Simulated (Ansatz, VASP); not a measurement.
**HfO2: VASP beside Ansatz**

```xyz
6
Lattice="0.0000 -2.5488 -2.5488 -2.5488 0.0000 -2.5488 2.5488 2.5488 -5.0976" Properties=species:S:1:pos:R:3 pbc="T T T"
Hf    0.0306    0.0306    0.0612
Hf   -0.0306   -0.0306   -5.1588
O     1.2714    1.2714   -3.8292
O    -1.2714   -1.2714   -3.8172
O     1.2774    1.2774   -6.3660
O    -1.2774   -1.2774   -6.3780
```

Change from the starting cell: mode 4 (81.9 1/cm) frozen in, largest displacement +0.075 Å.

Alike in both runs: task single point; functional PBE; k mesh 6 × 6 × 8; occupations gaussian, width 0.05 eV; no spin polarisation.

|  | VASP | Ansatz |
| --- | --- | --- |
| version | VASP 6.6.1 | Ansatz 0.2.0 |
| potentials or method | VASP PAW PBE potentials, release 64 (Hf_pv, O), cutoff 520 eV | scalar-relativistic, plane waves, PAW |
| valence electrons in the cell | 44 | 76 |

```tsv
	VASP	Ansatz	Ansatz less VASP
gap on the k mesh at the Fermi level (eV)	3.79	3.78	-0.011
least direct gap on the mesh (eV)	3.79	3.78	-0.010
pressure (GPa)	-3.2	0.5	+3.62
traceless stress, the component that is largest in VASP (GPa)	0.28	0.28	+0.003
rms of the force components (eV/Å)	0.111	0.118	+0.0065
```

Atom by atom the forces differ by 0.012 eV/Å (rms over components). With one functional, cell and mesh, what is left measures potentials, basis and numerics. VASP's potentials hold 44 valence electrons a cell and Ansatz's 76, so a difference there can come from the potentials and not from the codes.

Neither program's run includes spin-orbit coupling.
